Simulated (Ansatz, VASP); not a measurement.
B4MoRu in VASP and in Ansatz

INCAR

```
SYSTEM = B4MoRu
PREC = Accurate
ENCUT = 520
EDIFF = 1E-7
ISMEAR = 0
SIGMA = 0.1
LREAL = .FALSE.
LASPH = .TRUE.
NELM = 150
ALGO = Normal
ISIF = 2
LWAVE = .FALSE.
LCHARG = .TRUE.
ISPIN = 2
MAGMOM = 0 0 0 0 1 1
LORBIT = 11
LMAXMIX = 4
GGA = PE
LELF = .TRUE.
LVHAR = .TRUE.
NBANDS = 33
```

KPOINTS

```
Automatic mesh
0
G
  6 6 6
  0 0 0
```

File POSCAR:

```
B4MoRu
1.0
    0.0000000000      2.9562422748      2.9562422748
    2.9562422748      0.0000000000      2.9562422748
    2.9562422748      2.9562422748      0.0000000000
B Mo Ru
4 1 1
Direct
    0.3744216789      0.3744216789      0.8767349633
    0.8767349633      0.3744216789      0.3744216789
    0.3744216789      0.3744216789      0.3744216789
    0.3744216789      0.8767349633      0.3744216789
    0.0000000000      0.0000000000      0.0000000000
    0.7500000000      0.7500000000      0.7500000000
```

Input for Ansatz:

```yaml
crystal:
  lattice:
    - [0.0, 2.9562422748, 2.9562422748]
    - [2.9562422748, 0.0, 2.9562422748]
    - [2.9562422748, 2.9562422748, 0.0]
  atoms:
    - { symbol: B, position: [0.3744216789, 0.3744216789, 0.8767349633] }
    - { symbol: B, position: [0.8767349633, 0.3744216789, 0.3744216789] }
    - { symbol: B, position: [0.3744216789, 0.3744216789, 0.3744216789] }
    - { symbol: B, position: [0.3744216789, 0.8767349633, 0.3744216789] }
    - { symbol: Mo, position: [0.0, 0.0, 0.0], spin: 1.0 }
    - { symbol: Ru, position: [0.75, 0.75, 0.75], spin: 1.0 }
basis:
  ecutwfc: 420
kpoints:
  mp_grid: { grid: [6, 6, 6] }
hamiltonian:
  xc: pbe
scf:
  occupations: { method: gaussian, width: 0.1 }
  lower_state_search: "off"
output:
  forces: true
  stress: true
  eigenvalues: true
  populations: true
magnetization:
  spin_polarized: true
```

Change from the starting cell: species swapped into the TbInPt4 type (F-43m, No. 216).

Alike in both runs: task single point; functional PBE; k mesh 6 × 6 × 6; occupations gaussian, width 0.1 eV; collinear spin.

|  | VASP | Ansatz |
| --- | --- | --- |
| version | VASP 6.6.1 | Ansatz 0.2.0 |
| potentials or method | VASP PAW PBE potentials, release 64 (B, Mo_sv, Ru_pv), cutoff 520 eV | scalar-relativistic, plane waves, PAW |
| valence electrons in the cell | 40 | 42 |

Ansatz gave:

```
gap on the k mesh at the Fermi level (eV) : none
pressure (GPa)                            : -0.2
rms of the force components (eV/Å)        : 0.019
net moment per atom (μB)                  : 0.00
```

What did VASP give for the same quantities?

gap on the k mesh at the Fermi level (eV): none; pressure (GPa): 0.1; rms of the force components (eV/Å): 0.018; net moment per atom (μB): 0.00.

Atom by atom the forces differ by 0.001 eV/Å (rms over components). A gap of «none» marks a metal or a gap that the smearing closes. The functional is the same, so the differences come from potentials, cutoffs and numerics. VASP's potentials hold 40 valence electrons a cell and Ansatz's 42, so a difference there can come from the potentials and not from the codes. Ansatz's warnings: seeded moment not kept.
